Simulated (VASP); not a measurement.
Runs of VASP 6.6.1 on GaAs. The structure is that of space group F-43m (No. 216), or close to it. The cells are those of the table. 

| task | cell | cutoff (eV) | smearing | gap on the mesh (eV) | pressure (GPa) | relaxed volume (Å³/atom) |
| --- | --- | --- | --- | --- | --- | --- |
| relaxation of cell and atoms | relaxed from a = 4.066 Å, angles 60.0°, 2 atoms | 600 | gaussian 0.1 eV | 0.51 | 0.0 | 22.08 |
| relaxation of cell and atoms | relaxed from a = 3.962 Å, angles 60.0°, 2 atoms | 600 | gaussian 0.02 eV | 0.50 | 0.0 | 22.08 |
| single point | a = 3.962 Å, angles 60.0°, 2 atoms | 520 | gaussian 0.1 eV | 0.54 | (a) | - |
| single point | a = 3.962 Å, angles 60.0°, 2 atoms | 520 | gaussian 0.02 eV | 0.54 | 0.2 | - |

Alike in all rows: level LDA; potentials or basis VASP PAW LDA potentials, release 64 (Ga_d, As); no spin polarisation; k mesh 12 × 12 × 12.

Q: Estimate the missing entries.

A: (a) 0.3.

A k mesh can miss the band edges, and the runs leave out spin-orbit coupling on As, Ga.
